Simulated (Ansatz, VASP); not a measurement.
**MoS2: VASP beside Ansatz**

File INCAR:

```
  PREC = Accurate
  ENCUT = 520
  EDIFF = 1E-6
  ISMEAR = -1
  SIGMA = 0.03
  LREAL = F
  LASPH = T
  NELM = 100
  ALGO = Normal
  ISIF = 2
  LWAVE = F
  LCHARG = F
  GGA = PE
  NBANDS = 35
```

KPOINTS

```
regular mesh
0
Gamma
  10 10 3
```

File POSCAR:

```
MoS2
1.0
    3.2558316496      0.0000000000      0.0000000000
   -1.6279158248      2.8196329190      0.0000000000
    0.0000000000      0.0000000000     12.2950000000
Mo S
2 4
Direct
    0.3333333333      0.6666666667      0.2500000000
    0.6666666667      0.3333333333      0.7500000000
    0.3333333333      0.6666666667      0.6275000000
    0.6666666667      0.3333333333      0.1275000000
    0.3333333333      0.6666666667      0.8725000000
    0.6666666667      0.3333333333      0.3725000000
```

Input for Ansatz:

```yaml
crystal:
  lattice:
    - [3.2558316496, 0.0, 0.0]
    - [-1.6279158248, 2.819632919, 0.0]
    - [0.0, 0.0, 12.295]
  atoms:
    - { symbol: Mo, position: [0.3333333333, 0.6666666667, 0.25] }
    - { symbol: Mo, position: [0.6666666667, 0.3333333333, 0.75] }
    - { symbol: S, position: [0.3333333333, 0.6666666667, 0.6275] }
    - { symbol: S, position: [0.6666666667, 0.3333333333, 0.1275] }
    - { symbol: S, position: [0.3333333333, 0.6666666667, 0.8725] }
    - { symbol: S, position: [0.6666666667, 0.3333333333, 0.3725] }
kpoints:
  mp_grid: { grid: [10, 10, 3] }
  band_path:
    path:
      - [0.0, 0.0, 0.0]
      - [0.5, 0.0, 0.0]
      - [0.3333333333, 0.3333333333, 0.0]
      - [0.0, 0.0, 0.0]
      - [0.0, 0.0, 0.5]
      - [0.5, 0.0, 0.5]
      - [0.3333333333, 0.3333333333, 0.5]
      - [0.0, 0.0, 0.5]
      - [0.5, 0.0, 0.5]
    npoints: 5
scf:
  occupations: { method: fermi_dirac, width: 0.03 }
hamiltonian:
  xc: pbe
  pseudopotentials: { kind: all_electron, lapw: { basis_error: 0.001 } }
output:
  forces: true
  stress: true
  eigenvalues: true
```

Change from the starting cell: equal xx and yy strain of +3 %.

Alike in both runs: task single point; functional PBE; k mesh 10 × 10 × 3; occupations fermi-dirac, width 0.03 eV; no spin polarisation.

|  | VASP | Ansatz |
| --- | --- | --- |
| version | VASP 6.6.1 | Ansatz 0.2.0 |
| potentials or method | VASP PAW PBE potentials, release 64 (Mo_sv, S), cutoff 520 eV | all-electron LAPW, scalar-relativistic |

```csv
,VASP,Ansatz,Ansatz less VASP
pressure (GPa),-0.1,0.0,+0.15
"traceless stress, the component that is largest in VASP (GPa)",6.71,6.74,+0.031
rms of the force components (eV/Å),0.257,0.264,+0.0070
```

Atom by atom the forces differ by 0.007 eV/Å (rms over components). Ansatz ran all-electron here, and VASP with PAW potentials.
